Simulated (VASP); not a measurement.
# CdS (Fm-3m) in VASP: further runs, part 2 of 2

VASP 6.6.1. Earlier steps stand in the parts before.

**3. Density of states, PBE**

Contents of POSCAR:

```
CdS
1.0
    0.0000000000      2.7532440000      2.7532440000
    2.7532440000      0.0000000000      2.7532440000
    2.7532440000      2.7532440000      0.0000000000
Cd S
1 1
Direct
    0.0000000000      0.0000000000      0.0000000000
    0.5000000000      0.5000000000      0.5000000000
```

Contents of INCAR.step1:

```
  ALGO = Normal
  EDIFF = 1E-6
  ENCUT = 400
  GGA = PE
  GGA_COMPAT = False
  ISIF = 2
  ISMEAR = 0
  LASPH = True
  LCHARG = True
  LORBIT = 11
  LREAL = False
  LWAVE = False
  NBANDS = 16
  NEDOS = 2001
  NELM = 120
  PREC = Accurate
  SIGMA = 0.1
```

Contents of KPOINTS.step1:

```
k-points
0
Gamma
  4 4 4
```

Contents of INCAR.step2:

```
  ALGO = Normal
  EDIFF = 1E-6
  ENCUT = 400
  GGA = PE
  GGA_COMPAT = False
  ICHARG = 11
  ISIF = 2
  ISMEAR = -5
  LASPH = True
  LCHARG = False
  LORBIT = 11
  LREAL = False
  LWAVE = False
  NBANDS = 16
  NEDOS = 1001
  NELM = 120
  PREC = Accurate
  SIGMA = 0.1
```

Contents of KPOINTS.step2:

```
k-points
0
Gamma
  6 6 6
```

Potentials or basis: VASP PAW PBE potentials, release 64 (Cd, S).

Launch:

```
$ cat potpaw_PBE.64/Cd/POTCAR potpaw_PBE.64/S/POTCAR > POTCAR
$ cp INCAR.step1 INCAR
$ cp KPOINTS.step1 KPOINTS
$ mpirun -np 1 vasp_std > vasp.out
$ cp INCAR.step2 INCAR
$ cp KPOINTS.step2 KPOINTS
$ mpirun -np 1 vasp_std > vasp.out
```

OUTCAR:

```text
EDIFF = 1E-6
   ENCUT = 400
   GGA = PE
   ICHARG = 11
   ISIF = 2
   ISMEAR = -5
   LASPH = True
   LORBIT = 11
   LREAL = False
   NELM = 120
   PREC = Accurate

 ion  position               nearest neighbor table
   1  0.000  0.000  0.000-   2 2.75   2 2.75   2 2.75   2 2.75   2 2.75   2 2.75
   2  0.500  0.500  0.500-   1 2.75   1 2.75   1 2.75   1 2.75   1 2.75   1 2.75

  LATTYP: Found a face centered cubic cell.
 ALAT       =     5.5064880000

  Lattice vectors:

[... 487 lines left out ...]
  -------------------------------------------------------------------------------------
  Total       -0.2337140     -0.2337140     -0.2337140     -0.0000000      0.0000000     -0.0000000
  in kB       -8.9708014     -8.9708014     -8.9708014     -0.0000000      0.0000000     -0.0000000
  external PRESSURE =      -8.9708014 kB  Pullay stress =       0.0000000 kB

 VOLUME and BASIS-vectors are now :
 -----------------------------------------------------------------------------
  energy-cutoff  :      400.00
  volume of cell :       41.74
      direct lattice vectors                 reciprocal lattice vectors
     0.000000000  2.753244000  2.753244000    -0.181603955  0.181603955  0.181603955
     2.753244000  0.000000000  2.753244000     0.181603955 -0.181603955  0.181603955
     2.753244000  2.753244000  0.000000000     0.181603955  0.181603955 -0.181603955

 POSITION                                       TOTAL-FORCE (eV/Angst)
 -----------------------------------------------------------------------------------
      0.00000      0.00000      0.00000         0.000000      0.000000      0.000000
      2.75324      2.75324      2.75324         0.000000      0.000000     -0.000000
 -----------------------------------------------------------------------------------
    total drift:                                0.000000      0.000000      0.000000

  FREE ENERGIE OF THE ION-ELECTRON SYSTEM (eV)
  ---------------------------------------------------
  free  energy   TOTEN  =        -5.8683531199 eV

  energy  without entropy=       -5.8683531199  energy(sigma->0) =       -5.86835312

 total charge

# of ion       s       p       d       tot
------------------------------------------
    1        0.373   0.240   9.582  10.195
    2        1.339   2.358   0.000   3.697
--------------------------------------------------
tot          1.712   2.598   9.582  13.891
```

OUTCAR.step1:

```text
EDIFF = 1E-6
   ENCUT = 400
   GGA = PE
   ISIF = 2
   ISMEAR = 0
   LASPH = True
   LORBIT = 11
   LREAL = False
[... 357 lines left out ...]
    total drift:                                0.000000      0.000000      0.000000

  FREE ENERGIE OF THE ION-ELECTRON SYSTEM (eV)
  ---------------------------------------------------
  free  energy   TOTEN  =        -5.7972963575 eV

  energy  without entropy=       -5.7946509325  energy(sigma->0) =       -5.79597364

 total charge

# of ion       s       p       d       tot
------------------------------------------
    1        0.367   0.237   9.583  10.186
    2        1.334   2.378   0.000   3.713
--------------------------------------------------
tot          1.701   2.616   9.583  13.899
```

OSZICAR.step1:

```text
N       E                     dE             d eps       ncg     rms          rms(c)
DAV:   1     0.923992920077E+02    0.92399E+02   -0.78449E+03   272   0.833E+02
DAV:   2    -0.343200361089E+01   -0.95831E+02   -0.90648E+02   312   0.236E+02
DAV:   3    -0.640525533810E+01   -0.29733E+01   -0.29697E+01   312   0.444E+01
DAV:   4    -0.641821139018E+01   -0.12956E-01   -0.12954E-01   312   0.294E+00
DAV:   5    -0.641833062807E+01   -0.11924E-03   -0.11924E-03   312   0.268E-01    0.716E+00
DAV:   6    -0.582787006601E+01    0.59046E+00   -0.87777E-01   320   0.114E+01    0.612E+00
DAV:   7    -0.579831011535E+01    0.29560E-01   -0.18311E-01   272   0.305E+00    0.318E+00
DAV:   8    -0.579761629069E+01    0.69382E-03   -0.20936E-02   280   0.178E+00    0.329E-01
DAV:   9    -0.579725390444E+01    0.36239E-03   -0.26034E-03   288   0.681E-01    0.701E-02
DAV:  10    -0.579727083367E+01   -0.16929E-04   -0.35120E-04   304   0.188E-01    0.530E-02
DAV:  11    -0.579729756742E+01   -0.26734E-04   -0.45476E-05   296   0.590E-02    0.362E-02
DAV:  12    -0.579729684644E+01    0.72098E-06   -0.13267E-05   328   0.244E-02    0.651E-03
DAV:  13    -0.579729635748E+01    0.48896E-06   -0.14584E-06   200   0.102E-02
   1 F= -.57972964E+01 E0= -.57959736E+01  d E =-.264543E-02
```

Wall time 14 s (1 thread of Intel Xeon 6455B, shared host); peak memory 0.15 GiB.

Results:

* Valence electrons inside the program's atomic spheres: Cd 10.20; S 3.70

Caveat: the k points lie up to 0.49 Å⁻¹ apart.

**4. Density of states, PBE**

POSCAR is that of step 3.

Contents of INCAR.step1:

```
SYSTEM = CdS
ALGO     = Normal         ! electronic algorithm
EDIFF    = 1E-6           ! SCF threshold, eV
ENCUT    = 400            ! plane-wave cutoff, eV
GGA      = PE             ! functional
GGA_COMPAT= .FALSE.      
ISIF     = 2              ! what is computed and relaxed
ISMEAR   = 0              ! smearing method
LASPH    = .TRUE.         ! aspherical terms in the spheres
LCHARG   = .TRUE.         ! write CHGCAR
LORBIT   = 11             ! projections on sites
LREAL    = .FALSE.        ! projectors in reciprocal space
LWAVE    = .FALSE.        ! write WAVECAR
NBANDS   = 16             ! bands
NEDOS    = 2001           ! points of the DOS
NELM     = 120            ! most SCF steps
PREC     = Accurate       ! precision mode
SIGMA    = 0.1            ! smearing width, eV
```

Contents of KPOINTS.step1:

```
k-points
0
G
  4 4 4
  0 0 0
```

Contents of INCAR.step2:

```
SYSTEM = CdS
ALGO     = Normal         ! electronic algorithm
EDIFF    = 1E-6           ! SCF threshold, eV
ENCUT    = 400            ! plane-wave cutoff, eV
GGA      = PE             ! functional
GGA_COMPAT= .FALSE.      
ICHARG   = 11             ! starting density
ISIF     = 2              ! what is computed and relaxed
ISMEAR   = -5             ! smearing method
LASPH    = .TRUE.         ! aspherical terms in the spheres
LCHARG   = .FALSE.        ! write CHGCAR
LORBIT   = 11             ! projections on sites
LREAL    = .FALSE.        ! projectors in reciprocal space
LWAVE    = .FALSE.        ! write WAVECAR
NBANDS   = 16             ! bands
NEDOS    = 2001           ! points of the DOS
NELM     = 120            ! most SCF steps
PREC     = Accurate       ! precision mode
SIGMA    = 0.1            ! smearing width, eV
```

Contents of KPOINTS.step2:

```
k-points
0
G
  6 6 6
  0 0 0
```

Launch:

```
$ cat potpaw_PBE.64/Cd/POTCAR potpaw_PBE.64/S/POTCAR > POTCAR
$ cp INCAR.step1 INCAR
$ cp KPOINTS.step1 KPOINTS
$ mpirun -np 1 vasp_std > vasp.out
$ cp INCAR.step2 INCAR
$ cp KPOINTS.step2 KPOINTS
$ mpirun -np 1 vasp_std > vasp.out
```

Run time: 16 s. Hardware: 1 thread of Intel Xeon 6455B, shared host; peak memory 0.15 GiB.

It converged, with:

* Valence electrons inside the program's atomic spheres: Cd 10.20; S 3.70

Levels at points of the mesh, in eV from the valence-band top:
```tsv
k point	band 5	band 6	band 7	band 8	band 9	band 10	band 11	band 12	band 13	band 14
(0.00, 0.00, 0.00)	-7.62	-7.62	-0.69	-0.69	-0.69	0.81	9.21	9.21	9.21	11.28
(0.50, 0.00, 0.00)	-7.43	-7.43	-4.77	0.00	0.00	3.51	5.90	5.90	6.64	12.19
(0.50, 0.50, 0.00)	-7.37	-6.72	-4.11	-2.06	-2.06	0.22	6.05	9.73	11.11	11.11
```

Caveat: the k points lie up to 0.49 Å⁻¹ apart.
